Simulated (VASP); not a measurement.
The system is FeGe16.

```
Fe Ge
1.0
     0.00000    5.65754    5.65754
     5.65754    0.00000    5.65754
     5.65754    5.65754    0.00000
Fe Ge
1 16
Direct
  0.25000 0.25000 0.25000
  0.00000 0.00000 0.00000
  0.99761 0.99761 0.50239
  0.99761 0.50239 0.99761
  0.99761 0.50239 0.50239
  0.50239 0.99761 0.99761
  0.50239 0.99761 0.50239
  0.50239 0.50239 0.99761
  0.50000 0.50000 0.50000
  0.12422 0.12422 0.12422
  0.12422 0.12422 0.62734
  0.12422 0.62734 0.12422
  0.12777 0.62408 0.62408
  0.62734 0.12422 0.12422
  0.62408 0.12777 0.62408
  0.62408 0.62408 0.12777
  0.62408 0.62408 0.62408
```

Base run:

| Property | Result |
| --- | --- |
| Program | VASP 6.6.1 |
| Functional | PBEsol |
| Potentials or basis | VASP PAW PBE potentials, release 64 (Fe, Ge_d) |
| Cutoff | 600 eV |
| k mesh | 3 × 3 × 3 |
| Occupations | gaussian, width 0.05 eV |
| Spin | collinear spin, ferromagnetic start |
| Starting moments | [2.24, 0.0, 0.0, 0.0, 0.0, 0.0, 0.0, 0.0, 0.0, 0.0, 0.0, 0.0, 0.01, 0.0, 0.01, 0.01, 0.01] μB |
| Hubbard terms | Fe d U = 4.0 eV |

Its results: pressure 2.6 GPa; site moments Fe +2.66; Ge +0.03, +0.00, -0.00, +0.01 (each value once) μB; largest force 0.031 eV/Å.

Problem. The run is repeated on the same cell with these changes: moments at the start from [2.24, 0.0, 0.0, 0.0, 0.0, 0.0, 0.0, 0.0 to [1.0, 0.0, 0.0, 0.0, 0.0, 0.0, 0.0, 0.0,; fixed moment from none to 1 μB. What comes out?

Solution. Pressure 2.1 GPa; site moments Fe +2.17; Ge -0.05, -0.03, -0.02 (each value once) μB; largest force 0.174 eV/Å.

Caveats: the PAW data sets were made with another functional, which shifts forces and pressure a little; the U is typed as a test and isn't derived for this compound; the total moment is fixed, so each spin has its own Fermi level (at least some runs).
